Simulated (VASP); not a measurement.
Sb, 2 atoms in the cell. Symmetry: R-3m, No. 166, trigonal system. The conventional cell has a = 4.341 Å, b = 4.341 Å, c = 11.613 Å, α = 90.00°, β = 90.00°, γ = 120.00°. Sb (site symmetry 3m) has 6 Sb at 2.92 to 3.45 Å within 3.8 Å. 

| Item | Value |
| --- | --- |
| Program | VASP 6.6.1 |
| Task | single point |
| Functional | r2SCAN |
| Potentials or basis | VASP PAW PBE potentials, release 64 (Sb) |
| Cutoff | 520 eV |
| k mesh | 9 × 9 × 9 |
| Occupations | fermi-dirac, width 0.2 eV |
| Spin | no spin polarisation |
| Dipole correction | no |
| Further INCAR settings | ALGO = Normal; EDIFF = 1e-06; NBANDS = 12 |

Potentials or basis: VASP PAW PBE potentials, release 64 (Sb).

Command:

```console
$ cat potpaw_PBE.64/Sb/POTCAR > POTCAR
$ cp INCAR.step1 INCAR
$ mpirun -np 1 vasp_std > vasp.out
$ cp INCAR.step2 INCAR
$ mpirun -np 1 vasp_std > vasp.out
```

Hardware: 1 thread of Intel(R) Xeon(R) Platinum 8259CL CPU @ 2.50GHz (Skylake/Cascade Lake) (shared host).

Estimate the wall time of this run.

Run time: 2.9 min on 1 thread of Intel(R) Xeon(R) Platinum 8259CL CPU @ 2.50GHz (Skylake/Cascade Lake), with other jobs on the host, peak memory 0.24 GiB. Counts: k points 85.
